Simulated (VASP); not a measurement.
# AlSi8NO16 in VASP: notebook

AlSi8NO16 is run at these levels: PBE; tasks: single point.

Program: VASP 6.6.1. These are calculated values, not measurements. Logs are shortened: lines on timing, memory, paths and dates and some standing lists are left out, and cuts for length are marked.

## Step 1: The cell of the first run

The cell holds an amorphous packing of atoms, 26 atoms: a = 7.638 Å, b = 7.315 Å, c = 6.863 Å, α = 90.60°, β = 91.32°, γ = 92.31°.

## Step 2: Single point, PBE

File INCAR:

```
SYSTEM = AlSi8NO16
  PREC = Accurate
  ENCUT = 520
  EDIFF = 1E-7
  ISMEAR = -1
  SIGMA = 0.3447
  LREAL = Auto
  LASPH = .True.
  NELM = 100
  ALGO = Normal
  ISIF = 2
  LWAVE = .False.
  LCHARG = .False.
  GGA = PE
  ISYM = 0
  NBANDS = 87
```

File KPOINTS:

```
Automatic mesh
0
Gamma
  1 1 1
  0.25 0.25 0.25
```

File POSCAR:

```
AlSi8NO16
1.0
    7.6361610000     -0.1511100000     -0.0835260000
   -0.1511100000      7.3133010000     -0.0381800000
   -0.0835260000     -0.0381800000      6.8622450000
Al N Si O
1 1 8 16
Direct
    0.4317593973      0.6213792529      0.7432254889
    0.4244189406      0.3349929050      0.6923782298
    0.5935128995      0.6092474742      0.4116403345
    0.6573087695      0.3200327154      0.9259206311
    0.1725546757      0.5344950535      0.9763874392
    0.2333305031      0.5729130958      0.3292913595
    0.2190985238      0.9294927858      0.0532881670
   -0.0357116486      0.1599285149      0.1675682258
    0.9665914483      0.1685071433      0.7672557771
    0.5147525362      0.9368994620      0.2735598979
    0.4350806792      0.4852496237      0.3070067273
    0.1143638131      0.7489030460      0.2174143404
    0.0727100623      0.4173830854      0.3413545956
    0.4349109601      0.9653886610      0.0727465883
    1.0424538230      0.3663949263      0.8725820714
    0.2308994581      0.7264154190      0.8541747852
    0.7462649147      0.5001963069      0.5160832961
    0.6630008541      0.8001430160      0.2616987982
    0.5415047555      0.5164830846      0.9236373884
    0.4161590032      0.1335631939      0.7482989225
    0.7819461113      0.2132620348      0.0933885595
    0.0057040119     -0.0386659792      0.9640419668
    0.1589910919      0.1199249769      0.1944030890
    0.4440105466      0.7536207603      0.5452599937
    0.7033101612      0.1680995999      0.7276787301
    0.0640884886      0.0186541795      0.6491413920
```

Potentials or basis: VASP PAW PBE potentials, release 64 (Al, N, Si, O).

Launch:

```
$ cat potpaw_PBE.64/Al/POTCAR potpaw_PBE.64/N/POTCAR potpaw_PBE.64/Si/POTCAR potpaw_PBE.64/O/POTCAR > POTCAR
$ mpirun -np 1 vasp_std > vasp.out
```

OUTCAR:

```text
SYSTEM = AlSi8NO16
   PREC = Accurate
   ENCUT = 520
   EDIFF = 1E-7
   ISMEAR = -1
   LREAL = Auto
   LASPH = .True.
   NELM = 100
   ISIF = 2
   GGA = PE
   ISYM = 0

 ion  position               nearest neighbor table
   1  0.432  0.621  0.743-  24 1.68  19 1.69  16 1.91   2 2.12   3 2.62   5 2.64   4 3.11   6 3.20

   2  0.424  0.335  0.692-  20 1.53   1 2.12   4 2.37
   3  0.594  0.609  0.412-  17 1.60  11 1.63  18 1.81  24 1.84   1 2.62  10 2.67   6 2.80
   4  0.657  0.320  0.926-  21 1.69  19 1.72  25 1.80   2 2.37  20 2.53   9 2.88   1 3.11   8 3.12

   5  0.173  0.534  0.976-  15 1.69  16 1.69  12 2.33   6 2.47   1 2.64   7 2.94
   6  0.233  0.573  0.329-  13 1.64  11 1.70  12 1.78   5 2.47  24 2.49   3 2.80   1 3.20
   7  0.219  0.929  0.053-  14 1.66  22 1.75  23 1.77  12 1.91  16 2.01  10 2.69   8 2.75   5 2.94

   8  0.964  0.160  0.168-  23 1.53  21 1.54  22 2.04  13 2.33   7 2.75   9 2.75   4 3.12
   9  0.967  0.169  0.767-  26 1.58  15 1.69  25 2.02  22 2.07   8 2.75   4 2.88
  10  0.515  0.937  0.274-  14 1.51  18 1.54  24 2.37   3 2.67   7 2.69
  11  0.435  0.485  0.307-   3 1.63   6 1.70
  12  0.114  0.749  0.217-   6 1.78   7 1.91   5 2.33
  13  0.073  0.417  0.341-   6 1.64   8 2.33
  14  0.435  0.965  0.073-  10 1.51   7 1.66
  15  0.042  0.366  0.873-   9 1.69   5 1.69
  16  0.231  0.726  0.854-   5 1.69   1 1.91   7 2.01
  17  0.746  0.500  0.516-   3 1.60
  18  0.663  0.800  0.262-  10 1.54   3 1.81
  19  0.542  0.516  0.924-   1 1.69   4 1.72
  20  0.416  0.134  0.748-   2 1.53   4 2.53
  21  0.782  0.213  0.093-   8 1.54   4 1.69
  22  0.006  0.961  0.964-   7 1.75   8 2.04   9 2.07
  23  0.159  0.120  0.194-   8 1.53   7 1.77
  24  0.444  0.754  0.545-   1 1.68   3 1.84  10 2.37   6 2.49
  25  0.703  0.168  0.728-   4 1.80   9 2.02
  26  0.064  0.019  0.649-   9 1.58

IMPORTANT INFORMATION: All symmetrisations will be switched off!
NOSYMM: (Re-)initialisation of all symmetry stuff for point group C_1.

----------------------------------------------------------------------------------------

                                     Primitive cell

  volume of cell :     383.0060

  direct lattice vectors                    reciprocal lattice vectors
     7.636161000 -0.151110000 -0.083526000     0.131027207  0.002715735  0.001609949
    -0.151110000  7.313301000 -0.038180000     0.002715735  0.136797418  0.000794166
    -0.083526000 -0.038180000  6.862245000     0.001609949  0.000794166  0.145748919

  length of vectors
     7.638112702  7.314961617  6.862859517     0.131065236  0.136826677  0.145759974

  position of ions in fractional coordinates (direct lattice)
     0.431759397  0.621379253  0.743225489
     0.424418941  0.334992905  0.692378230
     0.593512899  0.609247474  0.411640334
     0.657308769  0.320032715  0.925920631
     0.172554676  0.534495054  0.976387439
     0.233330503  0.572913096  0.329291359
[... 18 lines left out ...]
     0.703310161  0.168099600  0.727678730
     0.064088489  0.018654179  0.649141392

  ion indices of the primitive-cell ions
   primitive index   ion index
                 1           1
                 2           2
                 3           3
                 4           4
                 5           5
                 6           6
[... 18 lines left out ...]
                25          25
                26          26

----------------------------------------------------------------------------------------

 KPOINTS: Automatic mesh

Automatic generation of k-mesh.
 Grid dimensions read from file:
 generate k-points for:    1    1    1

 Generating k-lattice:

  Cartesian coordinates                     Fractional coordinates (reciprocal lattice)
     0.131027207  0.002715735  0.001609949     1.000000000 -0.000000000 -0.000000000
     0.002715735  0.136797418  0.000794166    -0.000000000  1.000000000 -0.000000000
     0.001609949  0.000794166  0.145748919     0.000000000 -0.000000000  1.000000000

  Length of vectors
     0.131065236  0.136826677  0.145759974

  Shift w.r.t. Gamma in fractional coordinates (k-lattice)
     0.250000000  0.250000000  0.250000000

 Subroutine IBZKPT returns following result:
 ===========================================

 Found      1 irreducible k-points:

 Following reciprocal coordinates:
            Coordinates               Weight
  0.250000  0.250000  0.250000      2.000000
   k-points           NKPTS =      1   k-points in BZ     NKDIM =      1   number of bands    NBANDS=     87
   number of dos      NEDOS =    301   number of ions     NIONS =     26
   total plane-waves  NPLWV = 174960
   dimension x,y,z NGX =    60 NGY =   54 NGZ =   54
   dimension x,y,z NGXF=   120 NGYF=  108 NGZF=  108
   ions per type =               1   1   8  16
   NGX,Y,Z   is equivalent  to a cutoff of  13.06, 12.27, 13.08 a.u.
   NGXF,Y,Z  is equivalent  to a cutoff of  26.12, 24.54, 26.16 a.u.
 SYSTEM =  AlSi8NO16
   PREC   = accura    normal or accurate (medium, high low for compatibility)
   ISTART =      0    job   : 0-new  1-cont  2-samecut
   ICHARG =      2    charge: 1-file 2-atom 10-const
   ISPIN  =      1    spin polarized calculation?
   LNONCOLLINEAR =      F non collinear calculations
   LSORBIT =      F    spin-orbit coupling
   LASPH  =      T    aspherical Exc in radial PAW
   ENCUT  =  520.0 eV  38.22 Ry    6.18 a.u.  14.20 13.60 12.76*2*pi/ulx,y,z
   NELM   =    100;   NELMIN=  2; NELMDL= -5     # of ELM steps
   EDIFF  = 0.1E-06   stopping-criterion for ELM
   LREAL  =      T    real-space projection
   EDIFFG = 0.1E-05   stopping-criterion for IOM
   NSW    =      0    number of steps for IOM
   IBRION =     -1    ionic relax: 0-MD 1-quasi-New 2-CG
   NFREE  =      0    steps in history (QN), initial steepest desc. (CG)
   ISIF   =      2    stress and relaxation
   ISYM   =      0    0-nonsym 1-usesym 2-fastsym
   POTIM  = 0.5000    time-step for ionic-motion
   TEBEG  =    0.0;   TEEND  =   0.0 temperature during run
   PSTRESS=    0.0 pullay stress
   NELECT =     136.0000    total number of electrons
   NUPDOWN=      -1.0000    fix difference up-down
   EMIN   =  10.00;   EMAX   =-10.00  energy-range for DOS
   EFERMI =   0.00;   METHOD = LEGACY
   ISMEAR =    -1;   SIGMA  =   0.34  broadening in eV -4-tet -1-fermi 0-gaus
   EFERMI_NEDOS =   21; number of points for ismear=-14 and -15
   IALGO  =     38    algorithm
   IMIX   =      4    mixing-type and parameters
     AMIX     =   0.40;   BMIX     =  1.00
     AMIX_MAG =   1.60;   BMIX_MAG =  1.00
  volume/ion in A,a.u.               =      14.73        99.41
  Fermi-wavevector in a.u.,A,eV,Ry     =   1.159274  2.190709 18.285077  1.343915
  Thomas-Fermi vector in A             =   2.295868
   LORBIT       =      0    0 simple, 1 ext, 2 COOP (PROOUT), +10 PAW based schemes
   GGA     = PE    functional components
   LHFCALC =     F    Hartree Fock is set to
   AEXX    =    0.0000 exact exchange contribution
   IVDW    =     0    specifies the selected vdW correction
   LEPSILON=     F    determine dielectric tensor
   LRPA    =     F    only Hartree local field effects (RPA)
 non-spin polarized calculation
  energy-cutoff  :      520.00
  volume of cell :      383.01
 maximum number of plane-waves:     10316
 NGX is ok and might be reduce to    56
   NGX = 29   NGY = 27   NGZ = 25

 number of electron     136.0000011 magnetization

 Free energy of the ion-electron system (eV)
  ---------------------------------------------------
  ext. energy  EPLUGINS =         0.00000000
  ---------------------------------------------------
  free energy    TOTEN  =      -166.73056008 eV

  energy without entropy =     -164.35040653  energy(sigma->0) =     -165.54048331

 E-fermi :   2.8231     XC(G=0):  -8.7134

 val. band max:        2.6213650467   @ k =   0.2500   0.2500   0.2500
 cond. band min:       2.9978281934   @ k =   0.2500   0.2500   0.2500
 fundamental gap:      0.3764631467
 Fermi energy:         2.8230631977

 k-point     1 :       0.2500    0.2500    0.2500
  band No.  band energies     occupation
      1     -19.8533      2.00000
      2     -19.6104      2.00000
      3     -18.6299      2.00000
      4     -18.5906      2.00000
      5     -18.3383      2.00000
      6     -18.0933      2.00000
[... 72 lines left out ...]
     79       6.5741      0.00004
     80       6.7226      0.00002
 [bands above 80 left out]

------------------------ aborting loop because EDIFF is reached ----------------------------------------

  FORCE on cell =-STRESS in cart. coord.  units (eV):
  Direction    XX          YY          ZZ          XY          YZ          ZX
  --------------------------------------------------------------------------------------
  -------------------------------------------------------------------------------------
  Total        6.3519387    -27.1902118     20.6294292      1.5405012     -5.4009150      5.8163224
  in kB       26.5712087   -113.7411471     86.2963096      6.4441708    -22.5929196     24.3306372
  external PRESSURE =      -0.2912096 kB  Pullay stress =       0.0000000 kB

 VOLUME and BASIS-vectors are now :
 -----------------------------------------------------------------------------
  energy-cutoff  :      520.00
  volume of cell :      383.01
      direct lattice vectors                 reciprocal lattice vectors
     7.636161000 -0.151110000 -0.083526000     0.131027207  0.002715735  0.001609949
    -0.151110000  7.313301000 -0.038180000     0.002715735  0.136797418  0.000794166
    -0.083526000 -0.038180000  6.862245000     0.001609949  0.000794166  0.145748919

 POSITION                                       TOTAL-FORCE (eV/Angst)
 -----------------------------------------------------------------------------------
      3.14101      4.45071      5.04041        -1.595209     -0.808574      1.004201
      3.13248      2.35934      4.70303        -1.200211     -5.693095      0.649197
      4.40571      4.35021      2.75194         3.130853      1.081312      0.122325
      4.89362      2.20582      6.28677        -1.452238     -0.800621     -4.415354
      1.15533      3.84557      6.66539        -0.029356     -0.961877      0.451213
      1.66767      4.14205      2.21831        -2.568255     -2.077338     -1.752618
[... 18 lines left out ...]
      5.28441      1.09530      4.92835         4.617529      2.171660      2.989757
      0.43235      0.10195      4.44850        -0.154791      1.723754     -1.973994
 -----------------------------------------------------------------------------------
    total drift:                                0.026786      0.003858     -0.006083

  FREE ENERGIE OF THE ION-ELECTRON SYSTEM (eV)
  ---------------------------------------------------
  free  energy   TOTEN  =      -166.7305600806 eV

  energy  without entropy=     -164.3504065310  energy(sigma->0) =     -165.54048331
```

Run time: 85 s. Hardware: 1 thread of Intel Xeon 6975P-C, shared host; peak memory 0.41 GiB.

Results:

```
Free energy            : -166.7306 eV
Pressure               : 0.0 GPa
Largest force          : 6.901 eV/Å
Band gap on the k mesh : 0.38 eV
```

Forces on the atoms (eV/Å):
```
Al  -1.595 -0.809  1.004
N   -1.200 -5.693  0.649
Si   3.131  1.081  0.122
Si  -1.452 -0.801 -4.415
Si  -0.029 -0.962  0.451
Si  -2.568 -2.077 -1.753
Si  -4.234 -0.637  0.512
Si   2.110 -1.049  1.758
Si  -1.578 -2.707 -1.578
Si   0.802  2.961  6.023
O   -1.333  0.541 -0.301
O    3.191  0.599 -0.383
O    0.414  0.283  0.072
O   -2.971  0.073 -5.423
O   -0.817 -0.178 -0.266
O    0.490  0.043  0.409
O   -1.756  1.548 -0.385
O    1.843 -4.175  0.804
O    3.851 -1.458  2.987
O   -1.410  6.650 -1.190
O   -3.812  2.100  0.038
O   -1.743  2.177  0.462
O    5.189 -0.549  1.171
O    1.014 -0.858 -1.785
O    4.618  2.172  2.990
O   -0.155  1.724 -1.974
```

Stress tensor (GPa, compression positive):
```
  2.66   0.64   2.43
  0.64 -11.37  -2.26
  2.43  -2.26   8.63
```

Caveat: the k points lie up to 0.92 Å⁻¹ apart.

## Step 3: Single point, PBE

File INCAR:

```
  ALGO = Normal
  EDIFF = 1E-6
  ENCUT = 520
  GGA = PE
  ISIF = 2
  ISMEAR = -1
  ISYM = 0
  LASPH = T
  LCHARG = F
  LREAL = Auto
  LWAVE = F
  NBANDS = 87
  NELM = 60
  PREC = Accurate
  SIGMA = 0.3447
```

KPOINTS is that of step 2.

File POSCAR:

```
AlSi8NO16
1.0
    7.6361610000     -0.1511100000     -0.0835260000
   -0.1511100000      7.3133010000     -0.0381800000
   -0.0835260000     -0.0381800000      6.8622450000
Al N Si O
1 1 8 16
Direct
    0.4400624743      0.6310564791      0.7109517941
    0.4544054618      0.3838397592      0.7141038643
    0.6311628959      0.5960027575      0.3397207324
    0.6723172994      0.3268708825      0.7926475818
    0.1032814629      0.6968897218      0.8159360293
    0.2051478006      0.6020884171      0.3017270457
    0.2498163620      1.0177439206      0.0686454104
   -0.0607658085      0.1990804463      0.0786157251
    0.9758976210      0.1811715374      0.6550837159
    0.6181322659      0.9637430091      0.2986051684
    0.3977676243      0.4902921313      0.3174769033
    0.2173510214      0.8272694482      0.2186110535
    0.0824647225      0.4676302891      0.4049192462
    0.4581266308      1.0352359486      0.1716496268
    1.0683714024      0.2672662279      0.8626707461
    0.2925333158      0.7946114505      0.7928760053
    0.6778365667      0.3996802933      0.3557989799
    0.6265789138      0.7656108801      0.2107248654
    0.7615928554      0.5048363151      0.8654172877
    0.3929136182      0.2048088188      0.8025762857
    0.7673131535      0.1002687845      0.0920930192
    0.0477479034     -0.1160302354      0.9214975794
    0.0938823574      0.1417447304      0.1807311502
    0.6395277099      0.7449379708      0.5652848191
    0.7584066017      0.1321620866      0.7152252096
    0.0191188698     -0.0003855614      0.5409696392
```

Potentials or basis: VASP PAW PBE potentials, release 64 (Al, N, Si, O).

Launch:

```
$ cat potpaw_PBE.64/Al/POTCAR potpaw_PBE.64/N/POTCAR potpaw_PBE.64/Si/POTCAR potpaw_PBE.64/O/POTCAR > POTCAR
$ mpirun -np 1 vasp_std > vasp.out
```

OUTCAR:

```text
EDIFF = 1E-6
   ENCUT = 520
   GGA = PE
   ISIF = 2
   ISMEAR = -1
   ISYM = 0
   LASPH = T
   LREAL = Auto
   NELM = 60
   PREC = Accurate

 ion  position               nearest neighbor table
   1  0.440  0.631  0.711-  16 1.77   2 1.82  24 2.00   5 2.75   4 2.95   3 2.98
   2  0.454  0.384  0.714-  20 1.51   4 1.80   1 1.82
   3  0.631  0.596  0.340-  17 1.50  18 1.53  24 1.88  11 1.92  10 2.71   1 2.98
   4  0.672  0.327  0.793-  19 1.52  25 1.68   2 1.80  20 2.28   9 2.77   1 2.95   8 2.98
   5  0.103  0.697  0.816-  16 1.60  22 1.62   1 2.75   7 3.06
   6  0.205  0.602  0.302-  13 1.52  11 1.71  12 1.75
   7  0.250  0.018  0.069-  23 1.72  14 1.73  12 1.75  22 2.04  16 2.52  20 2.53   8 2.77   5 3.06

   8  0.939  0.199  0.079-  23 1.44  21 1.48  15 1.86   7 2.77   9 2.93   4 2.98
   9  0.976  0.181  0.655-  26 1.58  15 1.68  25 1.75   4 2.77   8 2.93
  10  0.618  0.964  0.299-  18 1.57  14 1.59  21 2.08  24 2.45   3 2.71
  11  0.398  0.490  0.317-   6 1.71   3 1.92
  12  0.217  0.827  0.219-   6 1.75   7 1.75
  13  0.082  0.468  0.405-   6 1.52
  14  0.458  0.035  0.172-  10 1.59   7 1.73
  15  0.068  0.267  0.863-   9 1.68   8 1.86
  16  0.293  0.795  0.793-   5 1.60   1 1.77   7 2.52
[... 189 lines left out ...]
      1     -19.3727      2.00000
      2     -19.2505      2.00000
      3     -18.2890      2.00000
      4     -18.1860      2.00000
      5     -17.7398      2.00000
      6     -17.6560      2.00000
[... 72 lines left out ...]
     79       6.8320      0.00000
     80       7.0619      0.00000
 [bands above 80 left out]

------------------------ aborting loop because EDIFF is reached ----------------------------------------

  FORCE on cell =-STRESS in cart. coord.  units (eV):
  Direction    XX          YY          ZZ          XY          YZ          ZX
  --------------------------------------------------------------------------------------
  -------------------------------------------------------------------------------------
  Total       17.4340921     -5.3724836     -1.0702403     -9.9989238      1.2064245      4.3527667
  in kB       72.9296869    -22.4739862     -4.4769920    -41.8271498      5.0466729     18.2083421
  external PRESSURE =      15.3262362 kB  Pullay stress =       0.0000000 kB

 VOLUME and BASIS-vectors are now :
 -----------------------------------------------------------------------------
  energy-cutoff  :      520.00
  volume of cell :      383.01
      direct lattice vectors                 reciprocal lattice vectors
     7.636161000 -0.151110000 -0.083526000     0.131027207  0.002715735  0.001609949
    -0.151110000  7.313301000 -0.038180000     0.002715735  0.136797418  0.000794166
    -0.083526000 -0.038180000  6.862245000     0.001609949  0.000794166  0.145748919

 POSITION                                       TOTAL-FORCE (eV/Angst)
 -----------------------------------------------------------------------------------
      3.20565      4.52146      4.81787         2.408683      1.617747     -1.243433
      3.35227      2.71121      4.84775         0.690715     -2.785904      1.939481
      4.70122      4.25040      2.25577        -3.696738     -0.154075      4.459380
      5.01832      2.25865      5.37071        -3.485021     -2.504570     -2.233269
      0.61522      5.04980      5.56392        -2.595229      0.408458      0.235628
      1.45036      4.36073      2.03040         3.738460      2.729226     -1.613578
[... 18 lines left out ...]
      5.71160      0.82463      4.83966         0.246980      2.897018     -0.336415
     -0.05024      7.28694      3.67250         0.334843      1.564279     -0.116281
 -----------------------------------------------------------------------------------
    total drift:                                0.005902      0.008804      0.008390

  FREE ENERGIE OF THE ION-ELECTRON SYSTEM (eV)
  ---------------------------------------------------
  free  energy   TOTEN  =      -168.2446526700 eV

  energy  without entropy=     -166.4708471255  energy(sigma->0) =     -167.35774990
```

It took 78 s on 1 thread of Intel Xeon 6975P-C, shared host; peak memory 0.42 GiB.

Results:

```
Free energy            : -168.2447 eV
Pressure               : 1.5 GPa
Largest force          : 10.121 eV/Å
Band gap on the k mesh : 0.40 eV
```

Forces in eV/Å, atoms in the order of the input:
```
Al   2.409  1.618 -1.243
N    0.691 -2.786  1.939
Si  -3.697 -0.154  4.459
Si  -3.485 -2.505 -2.233
Si  -2.595  0.408  0.236
Si   3.738  2.729 -1.614
Si  -0.831 -2.656  1.837
Si  -1.030  4.291 -5.969
Si  -0.458 -2.743  0.470
Si   1.182  3.052 -0.008
O   -0.819  3.644 -0.416
O   -0.265 -4.348  1.584
O   -2.821 -0.544  0.953
O   -3.386  2.128 -1.504
O   -2.462 -0.117 -0.027
O    4.709 -0.969 -1.173
O    3.678 -3.446  0.239
O    1.409 -0.332 -4.346
O    1.398  1.378  1.439
O    1.182  1.487 -0.658
O   -4.805 -1.927  1.520
O   -0.612  1.930  1.303
O    8.772 -2.308  4.490
O   -2.483 -2.295 -0.824
O    0.247  2.897 -0.336
O    0.335  1.564 -0.116
```

Stress tensor (GPa, compression positive):
```
 7.29 -4.18  1.82
-4.18 -2.25  0.50
 1.82  0.50 -0.45
```

Levels at points of the mesh, in eV from the valence-band top:
```csv
k point,band 66,band 67,band 68,band 69,band 70,band 71
"(0.25, 0.25, 0.25)",-0.76,-0.57,0.00,0.40,1.40,1.80
```

Caveat: the k points lie up to 0.92 Å⁻¹ apart.

[end of part 1 of 2]
